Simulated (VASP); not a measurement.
ZrO2: single point with PBE+D3(BJ)

Crystal: ZrO2.

```
Zr O
1.0
     0.00000    2.49194    2.49194
     2.49194    0.00000    2.49194
     2.49194    2.49194    0.00000
Zr O
1 2
Direct
  0.50000 0.50000 0.50000
  0.75000 0.75000 0.75000
  0.25000 0.25000 0.25000
```

This cell differs from its parent crystal: volume scaled by 0.94.

```
Program             : VASP 6.6.1
Task                : single point
Functional          : PBE
Dispersion          : D3(BJ)
Potentials or basis : VASP PAW PBE potentials, release 64 (Zr_sv, O)
Cutoff              : 600 eV
k mesh              : 8 × 8 × 8
Occupations         : gaussian, width 0.02 eV
Spin                : no spin polarisation
```

The pressure is 17.4 GPa, the band gap on the k mesh is 3.53 eV, indirect (least direct gap 4.03 eV) and the dispersion energy per atom is -0.285 eV.

Levels at points of the mesh, in eV from the valence-band top:
```csv
k point,band 10,band 11,band 12,band 13,band 14,band 15
"(0.00, 0.00, 0.00)",-0.55,-0.55,-0.55,3.53,3.53,7.06
"(0.50, 0.00, 0.00)",-2.53,-1.69,-1.69,4.25,4.25,6.68
"(0.50, 0.50, 0.00)",-1.60,-1.60,0.00,4.03,5.08,6.42
```

It took 9.8 s on 1 thread of Intel(R) Xeon(R) 6975P-C (Granite Rapids) (shared host), peak memory 0.17 GiB.

 A k mesh can miss the band edges.
